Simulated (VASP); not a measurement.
# Ir (P6_3/mmc) in VASP: settings compared, part 2 of 3

VASP 6.6.1. The steps go on from the part before.

### 4 Relaxation of cell and atoms, PBEsol

This run uses another cell than the first one, of 14.63 Å³/atom, 1.036 times its volume.

The input, INCAR:

```
PREC = Accurate
ENCUT = 600
EDIFF = 1E-6
ISMEAR = -1
SIGMA = 0.05
LREAL = False
LASPH = True
NELM = 80
ALGO = Normal
ISIF = 3
LWAVE = False
LCHARG = False
GGA = PS
IBRION = 2
NSW = 80
EDIFFG = -0.005
```

The input, KPOINTS:

```
regular mesh
0
Gamma
  11 11 6
```

The input, POSCAR:

```
Ir
1.0
    2.7513778946      0.0000000000      0.0000000000
   -1.3756889473      2.3827631521      0.0000000000
    0.0000000000      0.0000000000      4.4622900000
Ir
2
Direct
    0.3333333333      0.6666666667      0.2500000000
    0.6666666667      0.3333333333      0.7500000000
```

Potentials or basis: VASP PAW PBE potentials, release 64 (Ir).

Launch:

```bash
$ cat potpaw_PBE.64/Ir/POTCAR > POTCAR
$ mpirun -np 1 vasp_std > vasp.out
```

OUTCAR:

```text
PREC = Accurate
   ENCUT = 600
   EDIFF = 1E-6
   ISMEAR = -1
   LREAL = False
   LASPH = True
   NELM = 80
   ISIF = 3
   GGA = PS
   IBRION = 2
   NSW = 80
   EDIFFG = -0.005

 ion  position               nearest neighbor table
   1  0.333  0.667  0.250-   2 2.74   2 2.74   2 2.74   2 2.74   2 2.74   2 2.74
   2  0.667  0.333  0.750-   1 2.74   1 2.74   1 2.74   1 2.74   1 2.74   1 2.74

  LATTYP: Found a hexagonal cell.
 ALAT       =     2.7513778946
 C/A-ratio  =     1.6218382828

  Lattice vectors:

 A1 = (   2.7513778946,   0.0000000000,   0.0000000000)
 A2 = (  -1.3756889473,   2.3827631521,   0.0000000000)
 A3 = (   0.0000000000,   0.0000000000,   4.4622900000)

Analysis of symmetry for initial positions (statically):
=====================================================================
 Subroutine PRICEL returns:
 Original cell was already a primitive cell.

 Routine SETGRP: Setting up the symmetry group for a
[... 191 lines left out ...]
     10       8.9954      2.00000
     11      10.0461      0.00807
     12      10.0461      0.00807
     13      16.5253      0.00000
[... 583 lines left out ...]
--------------------------------------- Ionic step        7  -------------------------------------------

 number of electron      18.0000000 magnetization

 Free energy of the ion-electron system (eV)
  ---------------------------------------------------
  ext. energy  EPLUGINS =         0.00000000
  ---------------------------------------------------
  free energy    TOTEN  =       -19.46915459 eV

  energy without entropy =      -19.44490284  energy(sigma->0) =      -19.45702871

 E-fermi :  10.3383     XC(G=0): -14.0971

 val. band max:       10.3298035881   @ k =   0.3636   0.1818   0.1667
 cond. band min:      10.3396307821   @ k =   0.2727   0.0909   0.3333
 fundamental gap:      0.0098271940
 Fermi energy:        10.3383485296

 k-point     1 :       0.0000    0.0000    0.0000
  band No.  band energies     occupation
      1      -0.9494      2.00000
      2       2.1254      2.00000
      3       6.3883      2.00000
      4       6.4895      2.00000
      5       6.4895      2.00000
      6       7.1545      2.00000
      7       7.1545      2.00000
      8       7.9538      2.00000
      9       7.9538      2.00000
     10       9.4728      2.00000
     11      10.6262      0.00630
     12      10.6262      0.00630
     13      17.4007      0.00000
[... 397 lines left out ...]
  FREE ENERGIE OF THE ION-ELECTRON SYSTEM (eV)
  ---------------------------------------------------
  free  energy   TOTEN  =       -19.4691545900 eV

  energy  without entropy=      -19.4449028356  energy(sigma->0) =      -19.45702871

 reached required accuracy - stopping structural energy minimisation
```

OSZICAR:

```text
N       E                     dE             d eps       ncg     rms          rms(c)
DAV:   1     0.162501406423E+03    0.16250E+03   -0.93322E+03  1664   0.155E+03
DAV:   2    -0.133323158619E+02   -0.17583E+03   -0.16165E+03  1699   0.384E+02
DAV:   3    -0.205622771290E+02   -0.72300E+01   -0.67072E+01  2071   0.863E+01
[... 47 lines left out ...]
       N       E                     dE             d eps       ncg     rms          rms(c)
DAV:   1    -0.194692189942E+02   -0.87102E-04   -0.23207E-03  1689   0.734E-01    0.791E-02
DAV:   2    -0.194691603162E+02    0.58678E-04   -0.11094E-04  1794   0.148E-01    0.280E-02
DAV:   3    -0.194691541299E+02    0.61863E-05   -0.22841E-05  2076   0.632E-02    0.805E-03
DAV:   4    -0.194691545900E+02   -0.46018E-06   -0.73697E-07   857   0.977E-03
   7 F= -.19469155E+02 E0= -.19457029E+02  d E =-.264286E-05
```

CONTCAR:

```text
Ir
   1.00000000000000
     2.7220559691981299   -0.0000000000000000   -0.0000000000000000
    -1.3610279845990649    2.3573696198152132    0.0000000000000000
     0.0000000000000000    0.0000000000000000    4.4126693802043881
  Ir
     2
Direct
     0.3333333332999970    0.6666666667000030    0.2500000000000000
     0.6666666667000030    0.3333333332999970    0.7500000000000000

  0.00000000E+00  0.00000000E+00  0.00000000E+00
  0.00000000E+00  0.00000000E+00  0.00000000E+00
```

Run time: 47 s. Hardware: 1 thread of Intel Xeon 6975P-C, shared host; peak memory 0.18 GiB.

What came out:

| Item | Value |
| --- | --- |
| Free energy | -19.4692 eV |
| Relaxed volume | 14.16 Å³/atom |
| Relaxed cell | a = 2.722 Å, b = 2.722 Å, c = 4.413 Å, α = 90.00°, β = 90.00°, γ = 120.00° |
| Space group after relaxing (to 0.05 Å) | P6_3/mmc (No. 194) |
| Energy gained by relaxing | 17.5 meV/atom |
| Ionic steps | 7 |
| Pressure after relaxing | 0.0 GPa |
| Band gap on the k mesh | zero (band 9 reaches 11.33 eV, above the bottom of band 10 at 8.06 eV) |

The path:
```csv
step,energy change (eV),largest force (eV/Å),pressure (GPa),volume (Å³)
1,0.0000,0.0000,-11.52,29.25
2,0.5564,0.0000,65.09,25.02
3,-0.0349,0.0000,-0.69,28.37
4,-0.0350,0.0000,-0.16,28.33
5,-0.0350,0.0000,0.10,28.31
6,-0.0350,0.0000,-0.29,28.34
7,-0.0350,0.0000,-0.01,28.32
```

Final structure:
```xyz
2
Lattice="2.7221 0.0000 0.0000 -1.3610 2.3574 0.0000 0.0000 0.0000 4.4127" Properties=species:S:1:pos:R:3 pbc="T T T"
Ir    0.0000    1.5716    1.1032
Ir    1.3610    0.7858    3.3095
```

Caveat: the PAW data sets were made with another functional, which shifts forces and pressure a little; spin-orbit coupling is left out, which moves the levels of the heavy elements.

### 5 Relaxation of cell and atoms, PBEsol, target pressure 2 GPa, at which the enthalpy is minimised

This run uses another cell than the first one, of 14.63 Å³/atom, 1.036 times its volume.

The input, INCAR:

```
SYSTEM = Ir
PREC = Accurate ; ENCUT = 600
EDIFF = 1E-7 ; ISMEAR = -1
SIGMA = 0.05 ; LREAL = .FALSE.
LASPH = .TRUE. ; NELM = 60
ALGO = Normal ; ISIF = 3
LWAVE = .FALSE. ; LCHARG = .FALSE.
GGA = PS ; IBRION = 2
NSW = 80 ; EDIFFG = -0.005
PSTRESS = 20.0
```

The input, KPOINTS:

```
regular mesh
0
G
  11 11 6
  0 0 0
```

POSCAR is that of step 4.

Potentials or basis: VASP PAW PBE potentials, release 64 (Ir).

Launch:

```bash
$ cat potpaw_PBE.64/Ir/POTCAR > POTCAR
$ mpirun -np 1 vasp_std > vasp.out
```

OUTCAR:

```text
SYSTEM = Ir
   PREC = Accurate
   ENCUT = 600
   EDIFF = 1E-7
   ISMEAR = -1
   LREAL = .FALSE.
   LASPH = .TRUE.
   NELM = 60
   ISIF = 3
   GGA = PS
   IBRION = 2
   NSW = 80
   EDIFFG = -0.005
   PSTRESS = 20.0

 ion  position               nearest neighbor table
   1  0.333  0.667  0.250-   2 2.74   2 2.74   2 2.74   2 2.74   2 2.74   2 2.74
   2  0.667  0.333  0.750-   1 2.74   1 2.74   1 2.74   1 2.74   1 2.74   1 2.74

  LATTYP: Found a hexagonal cell.
 ALAT       =     2.7513778946
 C/A-ratio  =     1.6218382828

  Lattice vectors:

 A1 = (   2.7513778946,   0.0000000000,   0.0000000000)
 A2 = (  -1.3756889473,   2.3827631521,   0.0000000000)
 A3 = (   0.0000000000,   0.0000000000,   4.4622900000)

Analysis of symmetry for initial positions (statically):
=====================================================================
 Subroutine PRICEL returns:
 Original cell was already a primitive cell.
[... 188 lines left out ...]
      5       6.1191      2.00000
      6       6.7467      2.00000
      7       6.7467      2.00000
      8       7.5106      2.00000
      9       7.5106      2.00000
     10       8.9956      2.00000
     11      10.0463      0.00807
     12      10.0463      0.00807
     13      16.5256      0.00000
[... 595 lines left out ...]
--------------------------------------- Ionic step        7  -------------------------------------------

 number of electron      18.0000001 magnetization

 Free energy of the ion-electron system (eV)
  ---------------------------------------------------
  ext. energy  EPLUGINS =         0.00000000
  ---------------------------------------------------
  free energy    TOTEN  =       -19.46825826 eV

  energy without entropy =      -19.44420199  energy(sigma->0) =      -19.45623012

 E-fermi :  10.4291     XC(G=0): -14.1273

 val. band max:       10.4201572159   @ k =   0.3636   0.1818   0.1667
 cond. band min:      10.4301441015   @ k =   0.2727   0.0909   0.3333
 fundamental gap:      0.0099868856
 Fermi energy:        10.4291070718

 k-point     1 :       0.0000    0.0000    0.0000
  band No.  band energies     occupation
      1      -0.9157      2.00000
      2       2.1598      2.00000
      3       6.4468      2.00000
      4       6.5486      2.00000
      5       6.5486      2.00000
      6       7.2194      2.00000
      7       7.2194      2.00000
      8       8.0258      2.00000
      9       8.0258      2.00000
     10       9.5487      2.00000
     11      10.7192      0.00602
     12      10.7192      0.00602
     13      17.5394      0.00000
[... 401 lines left out ...]
  energy  without entropy=      -19.4442019857  energy(sigma->0) =      -19.45623012

  enthalpy is  TOTEN    =       -19.1166041740 eV   P V=        0.3516540815

 reached required accuracy - stopping structural energy minimisation
```

CONTCAR:

```text
Ir
   1.00000000000000
     2.7173538941844799   -0.0000000000000000   -0.0000000000000000
    -1.3586769470922400    2.3532975034028372   -0.0000000000000000
    -0.0000000000000000    0.0000000000000000    4.4052769095185322
  Ir
     2
Direct
     0.3333333332999970    0.6666666667000030    0.2500000000000000
     0.6666666667000030    0.3333333332999970    0.7500000000000000

  0.00000000E+00  0.00000000E+00  0.00000000E+00
  0.00000000E+00  0.00000000E+00  0.00000000E+00
```

Run time: 63 s. Hardware: 1 thread of Intel Xeon 6975P-C, shared host; peak memory 0.18 GiB.

Results:

```yaml
Free_energy: -19.4683 eV
Relaxed_volume: 14.09 Å³/atom
Relaxed_cell: a = 2.717 Å, b = 2.717 Å, c = 4.405 Å, α = 90.00°, β = 90.00°, γ = 120.00°
Space_group_after_relaxing_to_0.05_Å: P6_3/mmc (No. 194)
Energy_change_on_relaxing_the_enthalpy_is_what_falls: -17.1 meV/atom
Ionic_steps: 7
Pressure_after_relaxing: 2.0 GPa
Band_gap_on_the_k_mesh: zero (band 9 reaches 11.43 eV, above the bottom of band 10 at 8.13 eV)
```

The path:
```tsv
step	energy change (eV)	largest force (eV/Å)	pressure (GPa)	volume (Å³)
1	0.0000	0.0000	-11.55	29.25
2	0.8841	0.0000	85.83	24.32
3	-0.0348	0.0000	1.03	28.24
4	-0.0343	0.0000	1.79	28.19
5	-0.0341	0.0000	2.09	28.17
6	-0.0344	0.0000	1.72	28.19
7	-0.0341	0.0000	2.01	28.17
```

Final structure:
```cif
data_structure
_symmetry_space_group_name_H-M 'P 1'
_symmetry_Int_Tables_number 1
_cell_length_a 2.7174
_cell_length_b 2.7174
_cell_length_c 4.4053
_cell_angle_alpha 90.000
_cell_angle_beta 90.000
_cell_angle_gamma 120.000
_cell_volume 28.17
loop_
_atom_site_label
_atom_site_type_symbol
_atom_site_fract_x
_atom_site_fract_y
_atom_site_fract_z
_atom_site_occupancy
Ir1 Ir 0.33333 0.66667 0.25000 1
Ir2 Ir 0.66667 0.33333 0.75000 1
```

Caveat: the cell is relaxed towards a set pressure, so the enthalpy falls and the energy may rise; the PAW data sets were made with another functional, which shifts forces and pressure a little; spin-orbit coupling is left out, which moves the levels of the heavy elements.

(Part 2 of 3 ends here.)
